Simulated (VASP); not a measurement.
# Ru (Im-3m) in VASP: notebook, part 2 of 2

VASP 6.6.1.

**3. Single point, PBE**

This run uses another cell than the first one, of 12.76 Å³/atom, 1.041 times its volume.

INCAR reads:

```
ALGO = Normal ; EDIFF = 1E-7
ENCUT = 520 ; GGA = PE
ISIF = 2 ; ISMEAR = -1
LASPH = T ; LCHARG = F
LREAL = F ; LWAVE = F
NBANDS = 13 ; NELM = 80
PREC = Accurate ; SIGMA = 0.1
```

KPOINTS reads:

```
k-points
0
Gamma
  22 22 22
```

POSCAR reads:

```
Ru
1.0
    1.4721809091      1.4721809091      1.4721809091
   -1.4721809091      1.4721809091      1.4721809091
   -1.4721809091     -1.4721809091      1.4721809091
Ru
1
Direct
    0.0000000000      0.0000000000      0.0000000000
```

Potentials or basis: VASP PAW PBE potentials, release 64 (Ru_pv).

Started as:

```sh
$ cat potpaw_PBE.64/Ru_pv/POTCAR > POTCAR
$ mpirun -np 1 vasp_std > vasp.out
```

OUTCAR:

```text
EDIFF = 1E-7
   ENCUT = 520
   GGA = PE
   ISIF = 2
   ISMEAR = -1
   LASPH = T
   LREAL = F
   NELM = 80
   PREC = Accurate

 ion  position               nearest neighbor table
   1  0.000  0.000  0.000-

  LATTYP: Found a body centered cubic cell.
 ALAT       =     2.9443618182

  Lattice vectors:

 A1 = (   1.4721809091,  -1.4721809091,  -1.4721809091)
 A2 = (   1.4721809091,   1.4721809091,   1.4721809091)
 A3 = (  -1.4721809091,  -1.4721809091,   1.4721809091)

Analysis of symmetry for initial positions (statically):
=====================================================================
 Subroutine PRICEL returns:
 Original cell was already a primitive cell.

 Routine SETGRP: Setting up the symmetry group for a
 body centered cubic supercell.

 Subroutine GETGRP returns: Found 48 space group operations
 (whereof 48 operations were pure point group operations)
 out of a pool of 48 trial point group operations.

The static configuration has the point symmetry O_h .

Analysis of symmetry for dynamics (positions and initial velocities):
=====================================================================
 Subroutine PRICEL returns:
 Original cell was already a primitive cell.

 Routine SETGRP: Setting up the symmetry group for a
 body centered cubic supercell.

 Subroutine GETGRP returns: Found 48 space group operations
 (whereof 48 operations were pure point group operations)
 out of a pool of 48 trial point group operations.

The dynamic configuration has the point symmetry O_h .

 Subroutine INISYM returns: Found 48 space group operations
 (whereof 48 operations are pure point group operations),
 and found     1 'primitive' translations

----------------------------------------------------------------------------------------

                                     Primitive cell

  volume of cell :      12.7627

[... 105 lines left out ...]
     AMIX     =   0.40;   BMIX     =  1.00
     AMIX_MAG =   1.60;   BMIX_MAG =  1.00
  volume/ion in A,a.u.               =      12.76        86.13
  Fermi-wavevector in a.u.,A,eV,Ry     =   1.688378  3.190572 38.785040  2.850620
  Thomas-Fermi vector in A             =   2.770695
   LORBIT       =      0    0 simple, 1 ext, 2 COOP (PROOUT), +10 PAW based schemes
   GGA     = PE    functional components
   LHFCALC =     F    Hartree Fock is set to
   AEXX    =    0.0000 exact exchange contribution
   IVDW    =     0    specifies the selected vdW correction
   LEPSILON=     F    determine dielectric tensor
   LRPA    =     F    only Hartree local field effects (RPA)
 non-spin polarized calculation
  energy-cutoff  :      520.00
  volume of cell :       12.76
 maximum number of plane-waves:       370
   NGX =  9   NGY =  9   NGZ =  9

 number of electron      14.0000005 magnetization

 Free energy of the ion-electron system (eV)
  ---------------------------------------------------
  ext. energy  EPLUGINS =         0.00000000
  ---------------------------------------------------
  free energy    TOTEN  =        -8.47276987 eV

  energy without entropy =       -8.41744579  energy(sigma->0) =       -8.44510783

 E-fermi :  14.1930     XC(G=0): -14.4949

 val. band max:       14.1920885626   @ k =   0.4091   0.3636   0.3636
 cond. band min:      14.2015535070   @ k =   0.0909   0.0455   0.0455
 fundamental gap:      0.0094649444
 Fermi energy:        14.1929624846

 k-point     1 :       0.0000    0.0000    0.0000
  band No.  band energies     occupation
      1     -28.4131      2.00000
      2     -28.4131      2.00000
      3     -28.4131      2.00000
      4       5.6466      2.00000
      5      10.9870      2.00000
      6      10.9870      2.00000
      7      10.9870      2.00000
      8      14.0572      1.59084
      9      14.0572      1.59084
     10      24.6123      0.00000
     11      31.3768      0.00000
     12      31.3768      0.00000
     13      31.3768      0.00000
[... 354 lines left out ...]
  band No.  band energies     occupation
      1     -28.8762      2.00000
      2     -28.5356      2.00000
      3     -28.4491      2.00000
      4       7.2645      2.00000
      5      10.3554      2.00000
      6      10.6029      2.00000
      7      12.7527      2.00000
      8      13.3289      1.99965
      9      14.2613      0.67089
     10      24.6120      0.00000
     11      31.9769      0.00000
     12      32.5135      0.00000
     13      33.5304      0.00000

 [... further k-points ...]
[... 5 lines left out ...]
  --------------------------------------------------------------------------------------
  -------------------------------------------------------------------------------------
  Total        3.1944638      3.1944638      3.1944638      0.0000000      0.0000000      0.0000000
  in kB      401.0190675    401.0190675    401.0190675      0.0000000      0.0000000      0.0000000
  external PRESSURE =     401.0190675 kB  Pullay stress =       0.0000000 kB

 VOLUME and BASIS-vectors are now :
 -----------------------------------------------------------------------------
  energy-cutoff  :      520.00
  volume of cell :       12.76
      direct lattice vectors                 reciprocal lattice vectors
     1.472180909  1.472180909  1.472180909     0.339632172  0.000000000  0.339632172
    -1.472180909  1.472180909  1.472180909    -0.339632172  0.339632172  0.000000000
    -1.472180909 -1.472180909  1.472180909     0.000000000 -0.339632172  0.339632172

 POSITION                                       TOTAL-FORCE (eV/Angst)
 -----------------------------------------------------------------------------------
      0.00000      0.00000      0.00000         0.000000     -0.000000     -0.000000
 -----------------------------------------------------------------------------------
    total drift:                               -0.000000      0.000000      0.000000

  FREE ENERGIE OF THE ION-ELECTRON SYSTEM (eV)
  ---------------------------------------------------
  free  energy   TOTEN  =        -8.4727698692 eV

  energy  without entropy=       -8.4174457906  energy(sigma->0) =       -8.44510783
```

Wall time 27 s (1 thread of Intel Xeon Platinum 8488C (Sapphire Rapids), shared host); peak memory 0.16 GiB.

What came out:

* Free energy: -8.4728 eV
* Pressure: 40.1 GPa
* Band gap on the k mesh: zero (band 7 reaches 16.28 eV, above the bottom of band 8 at 12.16 eV)

Levels at points of the mesh, in eV from the Fermi level:
```csv
k point,band 4,band 5,band 6,band 7,band 8,band 9,band 10,band 11
"(0.00, 0.00, 0.00)",-8.55,-3.21,-3.21,-3.21,-0.14,-0.14,10.42,17.18
"(0.50, 0.00, 0.00)",-6.95,-5.21,-0.12,0.43,1.28,2.80,10.42,11.44
"(0.50, 0.50, 0.50)",-7.17,-7.17,2.08,2.08,2.08,9.87,9.87,9.87
```

**4. Single point, PBE**

This run uses another cell than the first one, of 13.40 Å³/atom, 1.093 times its volume.

INCAR reads:

```
SYSTEM = Ru
PREC = Accurate ; ENCUT = 520
EDIFF = 1E-7 ; ISMEAR = -1
SIGMA = 0.1 ; LREAL = .FALSE.
LASPH = .TRUE. ; NELM = 100
ALGO = Normal ; ISIF = 2
LWAVE = .FALSE. ; LCHARG = .FALSE.
GGA = PE ; NBANDS = 13
```

KPOINTS reads:

```
Automatic mesh
0
G
  22 22 22
  0 0 0
```

POSCAR reads:

```
Ru
1.0
    1.4961736561      1.4961736561      1.4961736561
   -1.4961736561      1.4961736561      1.4961736561
   -1.4961736561     -1.4961736561      1.4961736561
Ru
1
Direct
    0.0000000000      0.0000000000      0.0000000000
```

Potentials or basis: VASP PAW PBE potentials, release 64 (Ru_pv).

Started as:

```sh
$ cat potpaw_PBE.64/Ru_pv/POTCAR > POTCAR
$ mpirun -np 1 vasp_std > vasp.out
```

OUTCAR:

```text
SYSTEM = Ru
   PREC = Accurate
   ENCUT = 520
   EDIFF = 1E-7
   ISMEAR = -1
   LREAL = .FALSE.
   LASPH = .TRUE.
   NELM = 100
   ISIF = 2
   GGA = PE

 ion  position               nearest neighbor table
   1  0.000  0.000  0.000-

  LATTYP: Found a body centered cubic cell.
 ALAT       =     2.9923473122

  Lattice vectors:

 A1 = (   1.4961736561,  -1.4961736561,  -1.4961736561)
 A2 = (   1.4961736561,   1.4961736561,   1.4961736561)
 A3 = (  -1.4961736561,  -1.4961736561,   1.4961736561)

Analysis of symmetry for initial positions (statically):
[... 554 lines left out ...]
      8      12.4827      1.99920
      9      13.3358      0.66062
     10      23.7458      0.00000
     11      30.8318      0.00000
     12      31.2842      0.00000
     13      32.4126      0.00000

 [... further k-points ...]
[... 5 lines left out ...]
  --------------------------------------------------------------------------------------
  -------------------------------------------------------------------------------------
  Total        1.6717850      1.6717850      1.6717850     -0.0000000     -0.0000000     -0.0000000
  in kB      199.9332387    199.9332387    199.9332387     -0.0000000     -0.0000000     -0.0000000
  external PRESSURE =     199.9332387 kB  Pullay stress =       0.0000000 kB

 VOLUME and BASIS-vectors are now :
 -----------------------------------------------------------------------------
  energy-cutoff  :      520.00
  volume of cell :       13.40
      direct lattice vectors                 reciprocal lattice vectors
     1.496173656  1.496173656  1.496173656     0.334185807  0.000000000  0.334185807
    -1.496173656  1.496173656  1.496173656    -0.334185807  0.334185807  0.000000000
    -1.496173656 -1.496173656  1.496173656     0.000000000 -0.334185807  0.334185807

 POSITION                                       TOTAL-FORCE (eV/Angst)
 -----------------------------------------------------------------------------------
      0.00000      0.00000      0.00000         0.000000      0.000000      0.000000
 -----------------------------------------------------------------------------------
    total drift:                               -0.000000      0.000000      0.000000

  FREE ENERGIE OF THE ION-ELECTRON SYSTEM (eV)
  ---------------------------------------------------
  free  energy   TOTEN  =        -8.5904169629 eV

  energy  without entropy=       -8.5304432004  energy(sigma->0) =       -8.56043008
```

stdout:

```text
POSCAR found type information on POSCAR Ru
 POSCAR found :  1 types and       1 ions
 scaLAPACK will be used
 LDA part: xc-table for (Slater+PW92), standard interpolation
 POSCAR, INCAR and KPOINTS ok, starting setup
 FFT: planning ... GRIDC
 FFT: planning ... GRID_SOFT
 FFT: planning ... GRID
 WAVECAR not read
 entering main loop
```

Wall time 27 s (1 thread of Intel Xeon Platinum 8488C (Sapphire Rapids), shared host); peak memory 0.16 GiB.

Results:

* Free energy: -8.5904 eV
* Pressure: 20.0 GPa
* Band gap on the k mesh: zero (band 7 reaches 15.19 eV, above the bottom of band 8 at 11.37 eV)

**5. Single point, PBE**

This run uses another cell than the first one, of 14.26 Å³/atom, 1.163 times its volume.

INCAR reads:

```
SYSTEM = Ru
PREC     = Accurate       ! precision mode
ENCUT    = 520            ! plane-wave cutoff, eV
EDIFF    = 1E-6           ! SCF threshold, eV
ISMEAR   = -1             ! smearing method
SIGMA    = 0.1            ! smearing width, eV
LREAL    = .FALSE.        ! projectors in reciprocal space
LASPH    = .TRUE.         ! aspherical terms in the spheres
NELM     = 100            ! most SCF steps
ALGO     = Normal         ! electronic algorithm
ISIF     = 2              ! what is computed and relaxed
LWAVE    = .FALSE.        ! write WAVECAR
LCHARG   = .FALSE.        ! write CHGCAR
GGA      = PE             ! functional
NBANDS   = 13             ! bands
```

KPOINTS reads:

```
regular mesh
0
G
  22 22 22
  0 0 0
```

POSCAR reads:

```
Ru
1.0
    1.5275017075      1.5275017075      1.5275017075
   -1.5275017075      1.5275017075      1.5275017075
   -1.5275017075     -1.5275017075      1.5275017075
Ru
1
Direct
    0.0000000000      0.0000000000      0.0000000000
```

Started as:

```sh
$ cat potpaw_PBE.64/Ru_pv/POTCAR > POTCAR
$ mpirun -np 1 vasp_std > vasp.out
```

Run time: 25 s. Hardware: 1 thread of Intel Xeon Platinum 8488C (Sapphire Rapids), shared host; peak memory 0.17 GiB.

It converged, with:

| Quantity | Value |
| --- | --- |
| Free energy | -8.6412 eV |
| Pressure | -0.1 GPa |
| Band gap on the k mesh | zero (band 7 reaches 13.88 eV, above the bottom of band 8 at 10.41 eV) |

Levels at points of the mesh, in eV from the Fermi level:
```csv
k point,band 3,band 4,band 5,band 6,band 7,band 8,band 9,band 10,band 11,band 12
"(0.00, 0.00, 0.00)",-42.56,-7.86,-2.73,-2.73,-2.73,-0.09,-0.09,10.57,17.12,17.12
"(0.50, 0.00, 0.00)",-42.56,-6.01,-4.43,-0.12,0.35,1.16,2.34,9.96,10.57,13.59
"(0.50, 0.50, 0.50)",-43.21,-6.08,-6.08,1.75,1.75,1.75,9.20,9.20,9.20,10.57
```

**6. Relaxation of cell and atoms, PBE**

This run uses another cell than the first one, of 13.64 Å³/atom, 1.112 times its volume.

INCAR reads:

```
PREC = Accurate
ENCUT = 600
EDIFF = 1E-7
ISMEAR = -1
SIGMA = 0.1
LREAL = F
LASPH = T
NELM = 80
ALGO = Normal
ISIF = 3
LWAVE = F
LCHARG = F
GGA = PE
IBRION = 2
NSW = 80
EDIFFG = -0.02
```

KPOINTS reads:

```
regular mesh
0
Gamma
  22 22 22
```

POSCAR reads:

```
Ru
1.0
    1.5050000000      1.5050000000      1.5050000000
   -1.5050000000      1.5050000000      1.5050000000
   -1.5050000000     -1.5050000000      1.5050000000
Ru
1
Direct
    0.0000000000      0.0000000000      0.0000000000
```

Potentials or basis: VASP PAW PBE potentials, release 64 (Ru_pv).

Started as:

```sh
$ cat potpaw_PBE.64/Ru_pv/POTCAR > POTCAR
$ mpirun -np 1 vasp_std > vasp.out
```

It took 76 s on 1 thread of Intel Xeon Platinum 8488C (Sapphire Rapids), shared host; peak memory 0.2 GiB.

It converged, with:

```yaml
Free_energy: -8.6405 eV
Relaxed_volume: 14.25 Å³/atom
Relaxed_cell: a = 2.645 Å, b = 2.645 Å, c = 2.645 Å, α = 70.53°, β = 109.47°, γ = 70.53°
Space_group_after_relaxing_to_0.05_Å: Im-3m (No. 229)
Energy_gained_by_relaxing: 25.0 meV/atom
Ionic_steps: 4
Pressure_after_relaxing: 0.0 GPa
Band_gap_on_the_k_mesh: zero (band 7 reaches 13.89 eV, above the bottom of band 8 at 10.42 eV)
```

The path:
```
step  energy change (eV)  largest force (eV/Å)  pressure (GPa)  volume (Å³)
   1              0.0000                0.0000           13.64        13.64
   2              0.1322                0.0000          -24.67        16.06
   3             -0.0249                0.0000           -0.57        14.28
   4             -0.0250                0.0000           -0.04        14.25
```

Final structure:
```cif
data_structure
_symmetry_space_group_name_H-M 'P 1'
_symmetry_Int_Tables_number 1
_cell_length_a 2.6454
_cell_length_b 2.6454
_cell_length_c 2.6454
_cell_angle_alpha 70.529
_cell_angle_beta 109.471
_cell_angle_gamma 70.529
_cell_volume 14.25
loop_
_atom_site_label
_atom_site_type_symbol
_atom_site_fract_x
_atom_site_fract_y
_atom_site_fract_z
_atom_site_occupancy
Ru1 Ru 0.00000 0.00000 0.00000 1
```

Levels at points of the mesh, in eV from the Fermi level:
| k point | band 3 | band 4 | band 5 | band 6 | band 7 | band 8 | band 9 | band 10 | band 11 |
| --- | --- | --- | --- | --- | --- | --- | --- | --- | --- |
| (0.00, 0.00, 0.00) | -42.56 | -7.86 | -2.73 | -2.73 | -2.73 | -0.09 | -0.09 | 10.57 | 17.12 |
| (0.50, 0.00, 0.00) | -42.56 | -6.01 | -4.43 | -0.12 | 0.35 | 1.16 | 2.34 | 9.96 | 10.58 |
| (0.50, 0.50, 0.50) | -43.21 | -6.08 | -6.08 | 1.75 | 1.75 | 1.75 | 9.20 | 9.20 | 9.20 |

**7. The runs side by side**

| task | cell | cutoff (eV) | gap on the mesh (eV) | pressure (GPa) |
| --- | --- | --- | --- | --- |
| single point | a = 2.516 Å, angles 70.5, 109.5, 70.5°, 1 atom | 520 | none | 60.3 |
| single point | a = 2.550 Å, angles 70.5, 109.5, 70.5°, 1 atom | 520 | none | 40.1 |
| single point | a = 2.591 Å, angles 70.5, 109.5, 70.5°, 1 atom | 520 | none | 20.0 |
| single point | a = 2.646 Å, angles 70.5, 109.5, 70.5°, 1 atom | 520 | none | -0.1 |
| relaxation of cell and atoms | relaxed from a = 2.607 Å, angles 70.5, 109.5, 70.5°, 1 atom | 600 | none | 0.0 |

Alike in all rows: level PBE; potentials or basis VASP PAW PBE potentials, release 64 (Ru_pv); no spin polarisation; k mesh 22 × 22 × 22; smearing fermi-dirac 0.1 eV.

Total energies depend on the potentials used, so only differences within one code and one set of settings carry meaning.
